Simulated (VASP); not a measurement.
# AlCo (Pm-3m) in VASP: settings compared

The runs below take AlCo through single point, with PBE, PBEsol.

All numbers are computed with VASP 6.6.1; they aren't measurements. Logs are shortened: lines on timing, memory, paths and dates and some standing lists are left out, and cuts for length are marked.

### Step 1. The cell of the first run

Symmetry: Pm-3m, No. 221, cubic system. The conventional cell has a = 2.819 Å, b = 2.819 Å, c = 2.819 Å, α = 90.00°, β = 90.00°, γ = 90.00°. Co (site symmetry m-3m) has 8 Al at 2.44 Å and 6 Co at 2.82 Å within 3.2 Å. Within 3.2 Å of Al (site symmetry m-3m) lie 8 Co at 2.44 Å and 6 Al at 2.82 Å.

### Step 2. Single point, PBE, collinear spin, ferromagnetic start

INCAR

```
  PREC = Accurate
  ENCUT = 600
  EDIFF = 1E-6
  ISMEAR = -1
  SIGMA = 0.05
  LREAL = F
  LASPH = T
  NELM = 200
  ALGO = Normal
  ISIF = 2
  LWAVE = F
  LCHARG = T
  ISPIN = 2
  MAGMOM = 0.5 0
  LORBIT = 11
  NUPDOWN = 0.5
  LMAXMIX = 4
  GGA = PE
  LELF = T
  LVHAR = T
  NBANDS = 21
  GGA_COMPAT = F
```

KPOINTS

```
regular mesh
0
Gamma
  8 8 8
```

POSCAR

```
AlCo
1.0
    2.8194032100      0.0000000000      0.0000000000
    0.0000000000      2.8194032100      0.0000000000
    0.0000000000      0.0000000000      2.8194032100
Co Al
1 1
Direct
    0.5000000000      0.5000000000      0.5000000000
    0.0000000000      0.0000000000      0.0000000000
```

Potentials or basis: VASP PAW PBE potentials, release 64 (Co_sv, Al).

Command:

```sh
> cat potpaw_PBE.64/Co_sv/POTCAR potpaw_PBE.64/Al/POTCAR > POTCAR
> mpirun -np 1 vasp_std > vasp.out
```

OUTCAR:

```text
PREC = Accurate
   ENCUT = 600
   EDIFF = 1E-6
   ISMEAR = -1
   LREAL = F
   LASPH = T
   NELM = 200
   ISIF = 2
   ISPIN = 2
   LORBIT = 11
   NUPDOWN = 0.5
   GGA = PE

 ion  position               nearest neighbor table
   1  0.500  0.500  0.500-   2 2.44   2 2.44   2 2.44   2 2.44   2 2.44   2 2.44   2 2.44   2 2.44

   2  0.000  0.000  0.000-   1 2.44   1 2.44   1 2.44   1 2.44   1 2.44   1 2.44   1 2.44   1 2.44

  LATTYP: Found a simple cubic cell.
 ALAT       =     2.8194032100

  Lattice vectors:

 A1 = (   2.8194032100,   0.0000000000,   0.0000000000)
 A2 = (   0.0000000000,   2.8194032100,   0.0000000000)
 A3 = (   0.0000000000,   0.0000000000,   2.8194032100)

Analysis of symmetry for initial positions (statically):
=====================================================================
 Subroutine PRICEL returns:
 Original cell was already a primitive cell.

 Routine SETGRP: Setting up the symmetry group for a
 simple cubic supercell.

 Subroutine GETGRP returns: Found 48 space group operations
 (whereof 48 operations were pure point group operations)
 out of a pool of 48 trial point group operations.

The static configuration has the point symmetry O_h .

Analysis of symmetry for dynamics (positions and initial velocities):
=====================================================================
 Subroutine PRICEL returns:
 Original cell was already a primitive cell.

 Routine SETGRP: Setting up the symmetry group for a
 simple cubic supercell.

 Subroutine GETGRP returns: Found 48 space group operations
 (whereof 48 operations were pure point group operations)
 out of a pool of 48 trial point group operations.

The dynamic configuration has the point symmetry O_h .

Analysis of structural, dynamic, and magnetic symmetry:
=====================================================================
 Subroutine PRICEL returns:
 Original cell was already a primitive cell.

 Routine SETGRP: Setting up the symmetry group for a
 simple cubic supercell.

 Subroutine GETGRP returns: Found 48 space group operations
 (whereof 48 operations were pure point group operations)
 out of a pool of 48 trial point group operations.

The overall configuration has the point symmetry O_h .

 Subroutine INISYM returns: Found 48 space group operations
 (whereof 48 operations are pure point group operations),
 and found     1 'primitive' translations

----------------------------------------------------------------------------------------

                                     Primitive cell

  volume of cell :      22.4115

  direct lattice vectors                    reciprocal lattice vectors
     2.819403210  0.000000000  0.000000000     0.354684990  0.000000000  0.000000000
     0.000000000  2.819403210  0.000000000     0.000000000  0.354684990  0.000000000
     0.000000000  0.000000000  2.819403210     0.000000000  0.000000000  0.354684990

  length of vectors
     2.819403210  2.819403210  2.819403210     0.354684990  0.354684990  0.354684990

  position of ions in fractional coordinates (direct lattice)
     0.500000000  0.500000000  0.500000000
     0.000000000  0.000000000  0.000000000

  ion indices of the primitive-cell ions
   primitive index   ion index
                 1           1
                 2           2

----------------------------------------------------------------------------------------

 KPOINTS: regular mesh

Automatic generation of k-mesh.
 Grid dimensions read from file:
 generate k-points for:    8    8    8

 Generating k-lattice:

  Cartesian coordinates                     Fractional coordinates (reciprocal lattice)
     0.044335624  0.000000000  0.000000000     0.125000000  0.000000000  0.000000000
     0.000000000  0.044335624  0.000000000     0.000000000  0.125000000  0.000000000
     0.000000000  0.000000000  0.044335624     0.000000000  0.000000000  0.125000000

  Length of vectors
     0.044335624  0.044335624  0.044335624

  Shift w.r.t. Gamma in fractional coordinates (k-lattice)
     0.000000000  0.000000000  0.000000000

 Subroutine IBZKPT returns following result:
 ===========================================

 Found     35 irreducible k-points:

 Following reciprocal coordinates:
            Coordinates               Weight
  0.000000  0.000000  0.000000      1.000000
  0.125000  0.000000  0.000000      6.000000
  0.250000  0.000000  0.000000      6.000000
  0.375000  0.000000  0.000000      6.000000
  0.500000  0.000000  0.000000      3.000000
  0.125000  0.125000  0.000000     12.000000
[... 16 lines left out ...]
  0.375000  0.375000  0.125000     24.000000
  0.500000  0.375000  0.125000     24.000000
 [... further k-points ...]
   k-points           NKPTS =     35   k-points in BZ     NKDIM =     35   number of bands    NBANDS=     21
   number of dos      NEDOS =    301   number of ions     NIONS =      2
   total plane-waves  NPLWV =  13824
   dimension x,y,z NGX =    24 NGY =   24 NGZ =   24
   dimension x,y,z NGXF=    48 NGYF=   48 NGZF=   48
   ions per type =               1   1
   NGX,Y,Z   is equivalent  to a cutoff of  14.15, 14.15, 14.15 a.u.
   NGXF,Y,Z  is equivalent  to a cutoff of  28.30, 28.30, 28.30 a.u.
 SYSTEM =  unknown system
   PREC   = accura    normal or accurate (medium, high low for compatibility)
   ISTART =      0    job   : 0-new  1-cont  2-samecut
   ICHARG =      2    charge: 1-file 2-atom 10-const
   ISPIN  =      2    spin polarized calculation?
   LNONCOLLINEAR =      F non collinear calculations
   LSORBIT =      F    spin-orbit coupling
   LASPH  =      T    aspherical Exc in radial PAW
   ENCUT  =  600.0 eV  44.10 Ry    6.64 a.u.   5.63  5.63  5.63*2*pi/ulx,y,z
   NELM   =    200;   NELMIN=  2; NELMDL= -5     # of ELM steps
   EDIFF  = 0.1E-05   stopping-criterion for ELM
   LREAL  =      F    real-space projection
   EDIFFG = 0.1E-04   stopping-criterion for IOM
   NSW    =      0    number of steps for IOM
   IBRION =     -1    ionic relax: 0-MD 1-quasi-New 2-CG
   NFREE  =      0    steps in history (QN), initial steepest desc. (CG)
   ISIF   =      2    stress and relaxation
   ISYM   =      2    0-nonsym 1-usesym 2-fastsym
   POTIM  = 0.5000    time-step for ionic-motion
   TEBEG  =    0.0;   TEEND  =   0.0 temperature during run
   PSTRESS=    0.0 pullay stress
   NELECT =      20.0000    total number of electrons
   NUPDOWN=       0.5000    fix difference up-down
   EMIN   =  10.00;   EMAX   =-10.00  energy-range for DOS
   EFERMI =   0.00;   METHOD = LEGACY
   ISMEAR =    -1;   SIGMA  =   0.05  broadening in eV -4-tet -1-fermi 0-gaus
   EFERMI_NEDOS =   21; number of points for ismear=-14 and -15
   IALGO  =     38    algorithm
   IMIX   =      4    mixing-type and parameters
     AMIX     =   0.40;   BMIX     =  1.00
     AMIX_MAG =   1.60;   BMIX_MAG =  1.00
  volume/ion in A,a.u.               =      11.21        75.62
  Fermi-wavevector in a.u.,A,eV,Ry     =   1.576138  2.978469 33.799753  2.484212
  Thomas-Fermi vector in A             =   2.677017
   LORBIT       =     11    0 simple, 1 ext, 2 COOP (PROOUT), +10 PAW based schemes
   GGA     = PE    functional components
   LHFCALC =     F    Hartree Fock is set to
   AEXX    =    0.0000 exact exchange contribution
   IVDW    =     0    specifies the selected vdW correction
   LEPSILON=     F    determine dielectric tensor
   LRPA    =     F    only Hartree local field effects (RPA)
 spin polarized calculation
  energy-cutoff  :      600.00
  volume of cell :       22.41
 maximum number of plane-waves:       768
 NGX is ok and might be reduce to    24
   NGX = 11   NGY = 11   NGZ = 11

 number of electron      19.9999958 magnetization       0.4999995

 Free energy of the ion-electron system (eV)
  ---------------------------------------------------
  ext. energy  EPLUGINS =         0.00000000
  ---------------------------------------------------
  free energy    TOTEN  =       -11.94169412 eV

  energy without entropy =      -11.92831689  energy(sigma->0) =      -11.93500550

 E-fermi :  11.2346     XC(G=0): -12.6586

 val. band max:       11.8962294585   @ k =   0.5000   0.3750   0.2500
 cond. band min:      11.2399642339   @ k =   0.2500   0.0000   0.0000
 fundamental gap:     -0.6562652246
 Fermi energy:        11.9291433270

 spin component 1

 k-point     1 :       0.0000    0.0000    0.0000
  band No.  band energies     occupation
      1     -83.2333      1.00000
      2     -46.5093      1.00000
      3     -46.5093      1.00000
      4     -46.5093      1.00000
      5       0.5409      1.00000
      6       8.4701      1.00000
[... 13 lines left out ...]
     20      35.7762      0.00000
     21      35.7762      0.00000

 k-point     2 :       0.1250    0.0000    0.0000
  band No.  band energies     occupation
      1     -83.2328      1.00000
      2     -46.5165      1.00000
      3     -46.5088      1.00000
      4     -46.5088      1.00000
      5       0.8431      1.00000
      6       8.4453      1.00000
[... 520 lines left out ...]
 k-point    24 :       0.5000    0.3750    0.1250
  band No.  band energies     occupation
      1     -83.2264      1.00000
      2     -46.5521      1.00000
      3     -46.5443      1.00000
      4     -46.5094      1.00000
      5       6.2683      1.00000
      6       7.6019      1.00000
[... 13 lines left out ...]
     20      33.7051      0.00000
     21      36.8390      0.00000

 [... further k-points ...]

 spin component 2

 k-point     1 :       0.0000    0.0000    0.0000
  band No.  band energies     occupation
      1     -82.6153      1.00000
      2     -45.9071      1.00000
      3     -45.9071      1.00000
      4     -45.9071      1.00000
      5       0.5447      1.00000
      6       9.0370      1.00000
[... 13 lines left out ...]
     20      35.7508      0.00000
     21      35.7508      0.00000

 k-point     2 :       0.1250    0.0000    0.0000
  band No.  band energies     occupation
      1     -82.6147      1.00000
      2     -45.9145      1.00000
      3     -45.9066      1.00000
      4     -45.9066      1.00000
      5       0.8469      1.00000
      6       8.9729      1.00000
[... 520 lines left out ...]
 k-point    24 :       0.5000    0.3750    0.1250
  band No.  band energies     occupation
      1     -82.6081      1.00000
      2     -45.9511      1.00000
      3     -45.9430      1.00000
      4     -45.9071      1.00000
      5       6.3461      1.00000
      6       7.7232      1.00000
[... 13 lines left out ...]
     20      33.7075      0.00000
     21      36.8003      0.00000

 [... further k-points ...]
[... 5 lines left out ...]
  --------------------------------------------------------------------------------------
  -------------------------------------------------------------------------------------
  Total        1.0542073      1.0542073      1.0542073      0.0000000     -0.0000000      0.0000000
  in kB       75.3641900     75.3641900     75.3641900      0.0000000     -0.0000000      0.0000000
  external PRESSURE =      75.3641900 kB  Pullay stress =       0.0000000 kB

 VOLUME and BASIS-vectors are now :
 -----------------------------------------------------------------------------
  energy-cutoff  :      600.00
  volume of cell :       22.41
      direct lattice vectors                 reciprocal lattice vectors
     2.819403210  0.000000000  0.000000000     0.354684990  0.000000000  0.000000000
     0.000000000  2.819403210  0.000000000     0.000000000  0.354684990  0.000000000
     0.000000000  0.000000000  2.819403210     0.000000000  0.000000000  0.354684990

 POSITION                                       TOTAL-FORCE (eV/Angst)
 -----------------------------------------------------------------------------------
      1.40970      1.40970      1.40970         0.000000      0.000000      0.000000
      0.00000      0.00000      0.00000         0.000000      0.000000      0.000000
 -----------------------------------------------------------------------------------
    total drift:                                0.000000      0.000000     -0.000000

  FREE ENERGIE OF THE ION-ELECTRON SYSTEM (eV)
  ---------------------------------------------------
  free  energy   TOTEN  =       -11.9416941158 eV

  energy  without entropy=      -11.9283168940  energy(sigma->0) =      -11.93500550

 total charge

# of ion       s       p       d       tot
------------------------------------------
    1        2.224   6.114   6.877  15.214
    2        0.398   0.448   0.000   0.846
--------------------------------------------------
tot          2.622   6.562   6.877  16.061

 magnetization (x)

# of ion       s       p       d       tot
------------------------------------------
    1        0.005   0.004   0.506   0.514
    2       -0.003  -0.004   0.000  -0.008
--------------------------------------------------
tot          0.001  -0.001   0.506   0.506
```

It took 28 s on 1 thread of Intel Xeon Platinum 8259CL at 2.50GHz (Skylake/Cascade Lake), shared host; peak memory 0.16 GiB.

Results:

```yaml
Free_energy: -11.9417 eV
Pressure: 7.5 GPa
Net_moment: 0.50 μB per cell
Site_moments: Co +0.51; Al -0.01 μB
Valence_electrons_inside_the_program's_atomic_spheres: Co 15.21; Al 0.85
```

Caveat: the total moment is fixed, so each spin has its own Fermi level.

### Step 3. Single point, PBEsol, collinear spin, ferromagnetic start (volume scaled by 0.98)

INCAR

```
ALGO = Normal
EDIFF = 1E-7
ENCUT = 520
GGA = PS
ISIF = 2
ISMEAR = -1
ISPIN = 2
LASPH = T
LCHARG = F
LMAXMIX = 4
LORBIT = 11
LREAL = F
LWAVE = F
MAGMOM = 2 0
NBANDS = 17
NELM = 150
PREC = Accurate
SIGMA = 0.05
```

KPOINTS

```
k-points
0
Gamma
  9 9 9
```

POSCAR

```
AlCo
1.0
    2.8004804707      0.0000000000      0.0000000000
    0.0000000000      2.8004804707      0.0000000000
    0.0000000000      0.0000000000      2.8004804707
Co Al
1 1
Direct
    0.5000000000      0.5000000000      0.5000000000
    0.0000000000      0.0000000000      0.0000000000
```

Potentials or basis: VASP PAW PBE potentials, release 64 (Co, Al).

Command:

```sh
> cat potpaw_PBE.64/Co/POTCAR potpaw_PBE.64/Al/POTCAR > POTCAR
> mpirun -np 1 vasp_std > vasp.out
```

Run time: 31 s. Hardware: 1 thread of Intel Xeon 8259CL, shared host; peak memory 0.16 GiB.

The run converged. Its results:

| Quantity | Value |
| --- | --- |
| Free energy | -13.0799 eV |
| Pressure | 4.9 GPa |
| Band gap on the k mesh | zero (filled and empty bands overlap) |
| Net moment | 0.00 μB per cell |
| Valence electrons inside the program's atomic spheres | Co 8.56; Al 0.85 |

Levels at points of the mesh, in eV from the Fermi level:
Spin up:
```csv
k point,band 3,band 4,band 5,band 6,band 7,band 8,band 9,band 10
"(0.00, 0.00, 0.00)",-3.21,-0.87,-0.87,-0.87,6.24,6.24,6.24,8.98
```
Spin down:
| k point | band 4 | band 5 | band 6 | band 7 | band 8 | band 9 |
| --- | --- | --- | --- | --- | --- | --- |
| (0.00, 0.00, 0.00) | -0.87 | -0.87 | -0.87 | 6.24 | 6.24 | 6.24 |

Caveat: the starting moments collapsed, and a magnetic state may lie lower; the PAW data sets were made with another functional, which shifts forces and pressure a little.

### Step 4. Single point, PBEsol, collinear spin, ferromagnetic start

INCAR

```
PREC     = Accurate       # precision mode
ENCUT    = 600            # plane-wave cutoff, eV
EDIFF    = 1E-6           # SCF threshold, eV
ISMEAR   = -1             # smearing method
SIGMA    = 0.05           # smearing width, eV
LREAL    = F              # projectors in reciprocal space
LASPH    = T              # aspherical terms in the spheres
NELM     = 200            # most SCF steps
ALGO     = Normal         # electronic algorithm
ISIF     = 2              # what is computed and relaxed
LWAVE    = F              # write WAVECAR
LCHARG   = T              # write CHGCAR
ISPIN    = 2              # spin polarisation
MAGMOM   = 3 0            # initial moments
LORBIT   = 11             # projections on sites
NUPDOWN  = 3.0            # fixed moment
LMAXMIX  = 4              # l up to which the mixer works
GGA      = PS             # functional
LELF     = T              # ELF
LVHAR    = T            
NBANDS   = 21             # bands
GGA_COMPAT= F
```

KPOINTS

```
regular mesh
0
Gamma
  8 8 8
```

POSCAR

```
AlCo
1.0
    2.8194032100      0.0000000000      0.0000000000
    0.0000000000      2.8194032100      0.0000000000
    0.0000000000      0.0000000000      2.8194032100
Co Al
1 1
Direct
    0.5000000000      0.5000000000      0.5000000000
    0.0000000000      0.0000000000      0.0000000000
```

Potentials or basis: VASP PAW PBE potentials, release 64 (Co_sv, Al).

Command:

```sh
> cat potpaw_PBE.64/Co_sv/POTCAR potpaw_PBE.64/Al/POTCAR > POTCAR
> mpirun -np 1 vasp_std > vasp.out
```

It took 19 s on 1 thread of Intel Xeon Platinum 8488C (Sapphire Rapids), shared host; peak memory 0.16 GiB.

It converged, with:

| Property | Result |
| --- | --- |
| Free energy | -9.9168 eV |
| Pressure | 38.4 GPa |
| Net moment | 3.00 μB per cell |
| Site moments | Co +2.24; Al +0.12 μB |
| Valence electrons inside the program's atomic spheres | Co 15.07; Al 0.89 |

Caveat: the PAW data sets were made with another functional, which shifts forces and pressure a little; the total moment is fixed, so each spin has its own Fermi level.
